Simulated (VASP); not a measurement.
# HPbNO4 (P1) in VASP: a series of runs, part 2 of 2

VASP 6.6.1.

## 4. Single point, PBE (13.62 Å³/atom)

This run uses another cell than the first one, of 13.62 Å³/atom.

The input, INCAR:

```
SYSTEM = HPbNO4
PREC     = Accurate       ! precision mode
ENCUT    = 520            ! plane-wave cutoff, eV
EDIFF    = 1E-7           ! SCF threshold, eV
ISMEAR   = -1             ! smearing method
SIGMA    = 0.05           ! smearing width, eV
LREAL    = .FALSE.        ! projectors in reciprocal space
LASPH    = .TRUE.         ! aspherical terms in the spheres
NELM     = 80             ! most SCF steps
ALGO     = Normal         ! electronic algorithm
ISIF     = 2              ! what is computed and relaxed
LWAVE    = .FALSE.        ! write WAVECAR
LCHARG   = .FALSE.        ! write CHGCAR
GGA      = PE             ! functional
NBANDS   = 31             ! bands
```

The input, KPOINTS:

```
Automatic mesh
0
G
  5 5 4
  0 0 0
```

The input, POSCAR:

```
HPbNO4
1.0
    4.1135073753      0.1089005877      0.1647369959
    1.8768869843      3.8118830166      0.1231143821
    1.7249041995      1.2270197639      6.2425692116
H Pb N O
1 1 1 4
Direct
    0.8914500000      0.6820200000      0.6279600000
    0.1442600000      0.9287200000      0.8835200000
    0.2567000000      0.2886100000      0.3017100000
    0.8310800000      0.6505600000      0.7840500000
    0.3869400000      0.2238000000      0.1129500000
    0.3110400000      0.0357600000      0.4585600000
    0.0772600000      0.6063300000      0.3227500000
```

Potentials or basis: VASP PAW PBE potentials, release 64 (H, Pb_d, N, O).

On the command line:

```console
> cat potpaw_PBE.64/H/POTCAR potpaw_PBE.64/Pb_d/POTCAR potpaw_PBE.64/N/POTCAR potpaw_PBE.64/O/POTCAR > POTCAR
> mpirun -np 1 vasp_std > vasp.out
```

OUTCAR:

```text
SYSTEM = HPbNO4
   PREC = Accurate
   ENCUT = 520
   EDIFF = 1E-7
   ISMEAR = -1
   LREAL = .FALSE.
   LASPH = .TRUE.
   NELM = 80
   ISIF = 2
   GGA = PE

 ion  position               nearest neighbor table
   1  0.891  0.682  0.628-   4 0.96
   2  0.144  0.929  0.884-   4 2.43   4 2.46   6 2.62   4 2.66   5 2.75   7 2.78   5 2.85   5 2.87

   3  0.257  0.289  0.302-   6 1.23   7 1.23   5 1.26
   4  0.831  0.651  0.784-   1 0.96   2 2.43   2 2.46   2 2.66
   5  0.387  0.224  0.113-   3 1.26   2 2.75   2 2.85   2 2.87
   6  0.311  0.036  0.459-   3 1.23   2 2.62
   7  0.077  0.606  0.323-   3 1.23   2 2.78

  LATTYP: Found a triclinic cell.
 ALAT       =     6.5917025388
 B/A-ratio  =     1.0080435208
 C/A-ratio  =     0.6247619357
 COS(alpha) =     0.0037064377
 COS(beta)  =     0.3041824544
 COS(gamma) =     0.7937729759

  Lattice vectors:

 A1 = (   1.7249041995,   1.2270197639,   6.2425692116)
 A2 = (  -0.1519827848,  -2.5848632527,   6.1194548295)
 A3 = (   4.1135073753,   0.1089005877,   0.1647369959)

Analysis of symmetry for initial positions (statically):
=====================================================================
 Subroutine PRICEL returns:
 Original cell was already a primitive cell.

 Routine SETGRP: Setting up the symmetry group for a
 triclinic supercell.

 Subroutine GETGRP returns: Found  1 space group operations
 (whereof  1 operations were pure point group operations)
 out of a pool of  2 trial point group operations.

The static configuration has the point symmetry C_1 .

Analysis of symmetry for dynamics (positions and initial velocities):
=====================================================================
 Subroutine PRICEL returns:
 Original cell was already a primitive cell.

 Routine SETGRP: Setting up the symmetry group for a
 triclinic supercell.

 Subroutine GETGRP returns: Found  1 space group operations
 (whereof  1 operations were pure point group operations)
 out of a pool of  2 trial point group operations.

The dynamic configuration has the point symmetry C_1 .

 Subroutine INISYM returns: Found  1 space group operations
 (whereof  1 operations are pure point group operations),
 and found     1 'primitive' translations

----------------------------------------------------------------------------------------

                                     Primitive cell

  volume of cell :      95.3068

  direct lattice vectors                    reciprocal lattice vectors
     4.113507375  0.108900588  0.164736996     0.248092297 -0.120707420 -0.044825303
     1.876886984  3.811883017  0.123114382    -0.005012066  0.266452156 -0.050988098
     1.724904200  1.227019764  6.242569212    -0.006448134 -0.002069519  0.162378937

  length of vectors
     4.118244838  4.250683949  6.591702539     0.279516327  0.271333114  0.162520093

  position of ions in fractional coordinates (direct lattice)
     0.891450000  0.682020000  0.627960000
     0.144260000  0.928720000  0.883520000
     0.256700000  0.288610000  0.301710000
     0.831080000  0.650560000  0.784050000
     0.386940000  0.223800000  0.112950000
     0.311040000  0.035760000  0.458560000
     0.077260000  0.606330000  0.322750000

  ion indices of the primitive-cell ions
[... 37 lines left out ...]
  0.000000  0.000000  0.000000      1.000000
  0.200000  0.000000  0.000000      2.000000
  0.400000 -0.000000  0.000000      2.000000
 -0.000000  0.200000 -0.000000      2.000000
  0.200000  0.200000  0.000000      2.000000
  0.400000  0.200000  0.000000      2.000000
[... 16 lines left out ...]
 -0.200000  0.200000  0.250000      2.000000
  0.000000  0.400000  0.250000      2.000000
 [... further k-points ...]
   k-points           NKPTS =     51   k-points in BZ     NKDIM =     51   number of bands    NBANDS=     31
   number of dos      NEDOS =    301   number of ions     NIONS =      7
   total plane-waves  NPLWV =  51200
   dimension x,y,z NGX =    32 NGY =   32 NGZ =   50
   dimension x,y,z NGXF=    64 NGYF=   64 NGZF=  100
   ions per type =               1   1   1   4
   NGX,Y,Z   is equivalent  to a cutoff of  12.92, 12.52, 12.61 a.u.
   NGXF,Y,Z  is equivalent  to a cutoff of  25.84, 25.03, 25.22 a.u.
 SYSTEM =  HPbNO4
   PREC   = accura    normal or accurate (medium, high low for compatibility)
   ISTART =      0    job   : 0-new  1-cont  2-samecut
   ICHARG =      2    charge: 1-file 2-atom 10-const
   ISPIN  =      1    spin polarized calculation?
   LNONCOLLINEAR =      F non collinear calculations
   LSORBIT =      F    spin-orbit coupling
   LASPH  =      T    aspherical Exc in radial PAW
   ENCUT  =  520.0 eV  38.22 Ry    6.18 a.u.   7.66  7.90 12.26*2*pi/ulx,y,z
   NELM   =     80;   NELMIN=  2; NELMDL= -5     # of ELM steps
   EDIFF  = 0.1E-06   stopping-criterion for ELM
   LREAL  =      F    real-space projection
   EDIFFG = 0.1E-05   stopping-criterion for IOM
   NSW    =      0    number of steps for IOM
   IBRION =     -1    ionic relax: 0-MD 1-quasi-New 2-CG
   NFREE  =      0    steps in history (QN), initial steepest desc. (CG)
   ISIF   =      2    stress and relaxation
   ISYM   =      2    0-nonsym 1-usesym 2-fastsym
   POTIM  = 0.5000    time-step for ionic-motion
   TEBEG  =    0.0;   TEEND  =   0.0 temperature during run
   PSTRESS=    0.0 pullay stress
   NELECT =      44.0000    total number of electrons
   NUPDOWN=      -1.0000    fix difference up-down
   EMIN   =  10.00;   EMAX   =-10.00  energy-range for DOS
   EFERMI =   0.00;   METHOD = LEGACY
   ISMEAR =    -1;   SIGMA  =   0.05  broadening in eV -4-tet -1-fermi 0-gaus
   EFERMI_NEDOS =   21; number of points for ismear=-14 and -15
   IALGO  =     38    algorithm
   IMIX   =      4    mixing-type and parameters
     AMIX     =   0.40;   BMIX     =  1.00
     AMIX_MAG =   1.60;   BMIX_MAG =  1.00
  volume/ion in A,a.u.               =      13.62        91.88
  Fermi-wavevector in a.u.,A,eV,Ry     =   1.265274  2.391020 21.781802  1.600917
  Thomas-Fermi vector in A             =   2.398535
   LORBIT       =      0    0 simple, 1 ext, 2 COOP (PROOUT), +10 PAW based schemes
   GGA     = PE    functional components
   LHFCALC =     F    Hartree Fock is set to
   AEXX    =    0.0000 exact exchange contribution
   IVDW    =     0    specifies the selected vdW correction
   LEPSILON=     F    determine dielectric tensor
   LRPA    =     F    only Hartree local field effects (RPA)
 non-spin polarized calculation
  energy-cutoff  :      520.00
  volume of cell :       95.31
 maximum number of plane-waves:      2587
   NGX = 15   NGY = 15   NGZ = 25

 number of electron      44.0000000 magnetization

 Free energy of the ion-electron system (eV)
  ---------------------------------------------------
  ext. energy  EPLUGINS =         0.00000000
  ---------------------------------------------------
  free energy    TOTEN  =       -40.27202608 eV

  energy without entropy =      -40.27202608  energy(sigma->0) =      -40.27202608

 E-fermi :   2.5874     XC(G=0):  -8.8910

 val. band max:        1.4822755632   @ k =   0.2000  -0.4000   0.2500
 cond. band min:       4.3660258089   @ k =  -0.2000   0.4000   0.5000
 fundamental gap:      2.8837502457
 Fermi energy:         2.5874178154

 k-point     1 :       0.0000    0.0000    0.0000
  band No.  band energies     occupation
      1     -25.3111      2.00000
      2     -19.6648      2.00000
      3     -19.3184      2.00000
      4     -16.5699      2.00000
      5     -13.7807      2.00000
      6     -13.7595      2.00000
[... 805 lines left out ...]
     30      11.9844      0.00000
     31      14.0345      0.00000

 [... further k-points ...]

------------------------ aborting loop because EDIFF is reached ----------------------------------------

  FORCE on cell =-STRESS in cart. coord.  units (eV):
  Direction    XX          YY          ZZ          XY          YZ          ZX
  --------------------------------------------------------------------------------------
  -------------------------------------------------------------------------------------
  Total        1.3870931      5.6137115      6.3517911     -0.3164640     -0.1805622     -0.1720642
  in kB       23.3180579     94.3706271    106.7782899     -5.3199937     -3.0353829     -2.8925252
  external PRESSURE =      74.8223250 kB  Pullay stress =       0.0000000 kB

 VOLUME and BASIS-vectors are now :
 -----------------------------------------------------------------------------
  energy-cutoff  :      520.00
  volume of cell :       95.31
      direct lattice vectors                 reciprocal lattice vectors
     4.113507375  0.108900588  0.164736996     0.248092297 -0.120707420 -0.044825303
     1.876886984  3.811883017  0.123114382    -0.005012066  0.266452156 -0.050988098
     1.724904200  1.227019764  6.242569212    -0.006448134 -0.002069519  0.162378937

 POSITION                                       TOTAL-FORCE (eV/Angst)
 -----------------------------------------------------------------------------------
      6.03023      3.46738      4.15091         0.039677     -0.076825     -1.072364
      3.86050      4.63998      5.65354         0.008318      0.160447      0.088115
      2.11805      1.49831      1.96127         0.026572     -0.127676     -0.313508
      5.99209      3.53241      5.11149        -0.051420     -0.011642      0.883475
      2.20656      1.03383      0.79639         0.142430     -0.773700     -1.718608
      2.13755      0.73285      2.91823         0.038947     -1.458615      1.788831
      2.01254      2.71569      2.10216        -0.204526      2.288011      0.344057
 -----------------------------------------------------------------------------------
    total drift:                                0.000109      0.000052      0.001002

  FREE ENERGIE OF THE ION-ELECTRON SYSTEM (eV)
  ---------------------------------------------------
  free  energy   TOTEN  =       -40.2720260836 eV

  energy  without entropy=      -40.2720260836  energy(sigma->0) =      -40.27202608
```

Run time: 2.5 min. Hardware: 1 thread of AMD EPYC 7R13 (Zen 3), shared host; peak memory 0.28 GiB.

Results:

```yaml
Free_energy: -40.2720 eV
Pressure: 7.5 GPa
Largest_force: 2.323 eV/Å
Band_gap_on_the_k_mesh: 2.88 eV (least direct gap 2.89 eV)
```

Forces in eV/Å, atoms in the order of the input:
```
H    0.040 -0.077 -1.072
Pb   0.008  0.160  0.088
N    0.027 -0.128 -0.314
O   -0.051 -0.012  0.883
O    0.142 -0.774 -1.719
O    0.039 -1.459  1.789
O   -0.205  2.288  0.344
```

Caveat: the standard files for N, O and F lose accuracy on very short bonds; the stress differs along the axes, from 2 to 11 GPa; spin-orbit coupling is left out, which moves the levels of the heavy elements; forces of over 1 eV/Å act on the atoms, so gaps and moduli don't describe the material at rest.

## 5. Single point, PBE (13.90 Å³/atom)

This run uses another cell than the first one, of 13.90 Å³/atom.

The input, INCAR:

```
SYSTEM = HPbNO4
PREC = Accurate ; ENCUT = 520
EDIFF = 1E-7 ; ISMEAR = -1
SIGMA = 0.05 ; LREAL = .FALSE.
LASPH = .TRUE. ; NELM = 80
ALGO = Normal ; ISIF = 2
LWAVE = .FALSE. ; LCHARG = .TRUE.
GGA = PE ; LELF = .TRUE.
LVHAR = .TRUE. ; NBANDS = 31
```

The input, KPOINTS:

```
regular mesh
0
G
  5 5 4
  0 0 0
```

POSCAR, as its differences from that of step 4:

```diff
@@ -2,5 +2,5 @@
 1.0
-    4.1135073753      0.1089005877      0.1647369959
-    1.8768869843      3.8118830166      0.1231143821
-    1.7249041995      1.2270197639      6.2425692116
+    4.1424766916      0.1096675185      0.1658971538
+    1.8901049338      3.8387281476      0.1239814134
+    1.7370518124      1.2356610329      6.2865324150
 H Pb N O
```

On the command line:

```console
> cat potpaw_PBE.64/H/POTCAR potpaw_PBE.64/Pb_d/POTCAR potpaw_PBE.64/N/POTCAR potpaw_PBE.64/O/POTCAR > POTCAR
> mpirun -np 1 vasp_std > vasp.out
```

Run time: 2.6 min. Hardware: 1 thread of AMD EPYC 7R13 (Zen 3), shared host; peak memory 0.28 GiB.

Results (log left out):

```yaml
Free_energy: -40.3540 eV
Pressure: 4.9 GPa
Largest_force: 1.637 eV/Å
Band_gap_on_the_k_mesh: 2.87 eV (least direct gap 2.88 eV)
```

Forces on the atoms (eV/Å):
```
H    0.027 -0.052 -0.732
Pb   0.005  0.105  0.057
N    0.019 -0.099 -0.231
O   -0.034 -0.005  0.607
O    0.099 -0.537 -1.205
O    0.027 -1.025  1.266
O   -0.143  1.613  0.237
```

Stress tensor (GPa, compression positive):
```
 1.38 -0.36 -0.20
-0.36  6.31 -0.23
-0.20 -0.23  7.11
```

Levels at points of the mesh, in eV from the valence-band top:
```csv
k point,band 19,band 20,band 21,band 22,band 23,band 24,band 25,band 26
"(0.00, 0.00, 0.00)",-2.18,-1.68,-1.48,-0.80,3.66,4.40,5.61,6.38
"(0.00, 0.00, 0.50)",-1.63,-1.60,-1.37,-1.00,3.55,3.85,5.62,6.48
```

Caveat: the standard files for N, O and F lose accuracy on very short bonds; the stress differs along the axes, from 1 to 7 GPa; spin-orbit coupling is left out, which moves the levels of the heavy elements; forces of over 1 eV/Å act on the atoms, so gaps and moduli don't describe the material at rest. A k mesh can miss the band edges.

## 6. Single point, PBE (14.19 Å³/atom)

This run uses another cell than the first one, of 14.19 Å³/atom.

The input, INCAR:

```
PREC     = Accurate       # precision mode
ENCUT    = 520            # plane-wave cutoff, eV
EDIFF    = 1E-7           # SCF threshold, eV
ISMEAR   = -1             # smearing method
SIGMA    = 0.05           # smearing width, eV
LREAL    = False          # projectors in reciprocal space
LASPH    = True           # aspherical terms in the spheres
NELM     = 60             # most SCF steps
ALGO     = Normal         # electronic algorithm
ISIF     = 2              # what is computed and relaxed
LWAVE    = False          # write WAVECAR
LCHARG   = False          # write CHGCAR
GGA      = PE             # functional
NBANDS   = 31             # bands
```

The input, KPOINTS:

```
Automatic mesh
0
Gamma
  5 5 4
```

POSCAR, as its differences from that of step 5:

```diff
@@ -2,5 +2,5 @@
 1.0
-    4.1424766916      0.1096675185      0.1658971538
-    1.8901049338      3.8387281476      0.1239814134
-    1.7370518124      1.2356610329      6.2865324150
+    4.1710463991      0.1104238701      0.1670413083
+    1.9031405521      3.8652029715      0.1248364847
+    1.7490318587      1.2441831024      6.3298891811
 H Pb N O
```

Potentials or basis: VASP PAW PBE potentials, release 64 (H, Pb_d, N, O).

On the command line:

```console
> cat potpaw_PBE.64/H/POTCAR potpaw_PBE.64/Pb_d/POTCAR potpaw_PBE.64/N/POTCAR potpaw_PBE.64/O/POTCAR > POTCAR
> mpirun -np 1 vasp_std > vasp.out
```

Run time: 2.5 min. Hardware: 1 thread of AMD EPYC 7R13 (Zen 3), shared host; peak memory 0.28 GiB.

It converged, with:

```
Free energy            : -40.4050 eV
Pressure               : 2.6 GPa
Largest force          : 1.004 eV/Å
Band gap on the k mesh : 2.86 eV
```

Forces in eV/Å, atoms in the order of the input:
```
H    0.015 -0.029 -0.411
Pb   0.003  0.054  0.028
N    0.012 -0.072 -0.154
O   -0.019  0.000  0.345
O    0.059 -0.319 -0.731
O    0.016 -0.625  0.784
O   -0.087  0.991  0.139
```

Stress tensor (GPa, compression positive):
```
 0.54 -0.20 -0.11
-0.20  3.50 -0.16
-0.11 -0.16  3.90
```

Levels at points of the mesh, in eV from the valence-band top:
```tsv
k point	band 19	band 20	band 21	band 22	band 23	band 24	band 25	band 26
(0.00, 0.00, 0.00)	-2.10	-1.60	-1.40	-0.75	3.62	4.38	5.56	6.33
(0.00, 0.00, 0.50)	-1.58	-1.53	-1.32	-0.93	3.51	3.83	5.56	6.40
```

Caveat: the standard files for N, O and F lose accuracy on very short bonds; spin-orbit coupling is left out, which moves the levels of the heavy elements; forces of over 1 eV/Å act on the atoms, so gaps and moduli don't describe the material at rest. A k mesh can miss the band edges.

## 7. Overview

```tsv
level	potentials or basis	cell	k mesh	cutoff (eV)	gap on the mesh (eV)	pressure (GPa)	largest force (eV/Å)
BLYP	VASP PAW PBE potentials, release 64 (H_h, Pb_d, N_h, O_h)	a = 4.263, b = 4.432, c = 6.811 Å, angles 71.7, 72.0, 61.7°, 7 atoms, atomic positions A	5 × 5 × 3	1340	2.89	0.2	0.19
PBE	VASP PAW PBE potentials, release 64 (H_h, Pb_d, N_h, O_h)	a = 4.204, b = 4.339, c = 6.729 Å, angles 71.9, 72.3, 62.2°, 7 atoms, atomic positions B	10 × 10 × 6	910	2.80	-0.4	0.01
PBE	VASP PAW PBE potentials, release 64 (H, Pb_d, N, O)	a = 4.118, b = 4.251, c = 6.592 Å, angles 71.9, 72.3, 62.2°, 7 atoms, atomic positions B	5 × 5 × 4	520	2.88	7.5	2.32
PBE	VASP PAW PBE potentials, release 64 (H, Pb_d, N, O)	a = 4.147, b = 4.281, c = 6.638 Å, angles 71.9, 72.3, 62.2°, 7 atoms, atomic positions B	5 × 5 × 4	520	2.87	4.9	1.64
PBE	VASP PAW PBE potentials, release 64 (H, Pb_d, N, O)	a = 4.176, b = 4.310, c = 6.684 Å, angles 71.9, 72.3, 62.2°, 7 atoms, atomic positions B	5 × 5 × 4	520	2.86	2.6	1.00
```

Alike in all rows: task single point; no spin polarisation; smearing fermi-dirac 0.05 eV.

Caveats: spin-orbit coupling is left out, which moves the levels of the heavy elements; the standard files for N, O and F lose accuracy on very short bonds (at least some runs); forces of over 1 eV/Å act on the atoms, so gaps and moduli don't describe the material at rest (at least some runs); the PAW data sets were made with another functional, which shifts forces and pressure a little (at least some runs); the stress differs along the axes, from 2 to 11 GPa (at least some runs); the stress differs along the axes, from 1 to 7 GPa (at least some runs).

Absolute energies hang on the potentials; compare differences alone.
